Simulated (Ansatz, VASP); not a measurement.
# InSe in VASP and in Ansatz

The input INCAR:

```
SYSTEM = InSe
PREC = Accurate
ENCUT = 520
EDIFF = 1E-6
ISMEAR = -1
SIGMA = 0.05
LREAL = .FALSE.
LASPH = .TRUE.
NELM = 80
ALGO = Normal
ISIF = 2
LWAVE = .FALSE.
LCHARG = .FALSE.
GGA = B5
ALDAX = 1.0
AGGAX = 1.0
AGGAC = 1.0
ALDAC = 0.0
NBANDS = 48
```

Contents of KPOINTS:

```
Automatic mesh
0
G
  6 6 2
  0 0 0
```

File POSCAR:

```
InSe
1.0
    4.0473293151      0.0000000000      0.0000000000
   -2.0236646576      3.5050900044      0.0000000000
    0.0000000000      0.0000000000     18.0520649100
In Se
4 4
Direct
    0.3333333333      0.6666666667      0.0773904900
    0.3333333333      0.6666666667      0.9226095100
    0.0000000000      0.0000000000      0.4226063200
    0.0000000000      0.0000000000      0.5773936800
    0.3333333333      0.6666666667      0.3529842800
    0.3333333333      0.6666666667      0.6470157200
    0.6666666667      0.3333333333      0.1469999300
    0.6666666667      0.3333333333      0.8530000700
```

File input.yaml:

```yaml
crystal:
  lattice:
    - [4.0473293151, 0.0, 0.0]
    - [-2.0236646576, 3.5050900044, 0.0]
    - [0.0, 0.0, 18.05206491]
  atoms:
    - { symbol: In, position: [0.3333333333, 0.6666666667, 0.07739049] }
    - { symbol: In, position: [0.3333333333, 0.6666666667, 0.92260951] }
    - { symbol: In, position: [0.0, 0.0, 0.42260632] }
    - { symbol: In, position: [0.0, 0.0, 0.57739368] }
    - { symbol: Se, position: [0.3333333333, 0.6666666667, 0.35298428] }
    - { symbol: Se, position: [0.3333333333, 0.6666666667, 0.64701572] }
    - { symbol: Se, position: [0.6666666667, 0.3333333333, 0.14699993] }
    - { symbol: Se, position: [0.6666666667, 0.3333333333, 0.85300007] }
hamiltonian:
  xc: blyp
  pseudopotentials: { kind: paw }
kpoints:
  mp_grid: { grid: [6, 6, 2] }
  band_path:
    path:
      - [[0.0, 0.0, 0.0], [0.5, 0.0, 0.0], [0.3333333333, 0.3333333333, 0.0], [0.0, 0.0, 0.0], [0.0, 0.0, 0.5], [0.5, 0.0, 0.5], [0.3333333333, 0.3333333333, 0.5], [0.0, 0.0, 0.5]]
      - [[0.5, 0.0, 0.5], [0.5, 0.0, 0.0]]
      - [[0.3333333333, 0.3333333333, 0.0], [0.3333333333, 0.3333333333, 0.5]]
    npoints: 10
scf:
  occupations: { method: fermi_dirac, width: 0.05 }
  n_extra_bands: 20
output:
  forces: true
  stress: true
  eigenvalues: true
  fatbands: false
```

Alike in both runs: functional BLYP; k mesh 6 × 6 × 2; occupations fermi-dirac, width 0.05 eV; no spin polarisation.

```csv
,VASP,Ansatz
version,VASP 6.6.1,Ansatz 0.2.0
potentials or method,"VASP PAW PBE potentials, release 64 (In_d, Se)",Ansatz PAW
plane-wave cutoff (eV),520,420
valence electrons in the cell,76,116
task,single point,band structure
```

|  | VASP | Ansatz | Ansatz less VASP |
| --- | --- | --- | --- |
| gap on the k mesh at the Fermi level (eV) | 0.67 | 0.65 | -0.011 |
| least direct gap on the mesh (eV) | 0.67 | 0.65 | -0.011 |
| pressure (GPa) | 4.0 | 3.9 | -0.11 |
| traceless stress, the component that is largest in VASP (GPa) | -0.80 | -0.79 | +0.008 |
| rms of the force components (eV/Å) | 0.204 | 0.189 | -0.0143 |

VASP's potentials were made for PBE, not for BLYP. Atom by atom the forces differ by 0.015 eV/Å (rms over components). VASP's potentials hold 76 valence electrons a cell and Ansatz's 116, so a difference there can come from the potentials and not from the codes.
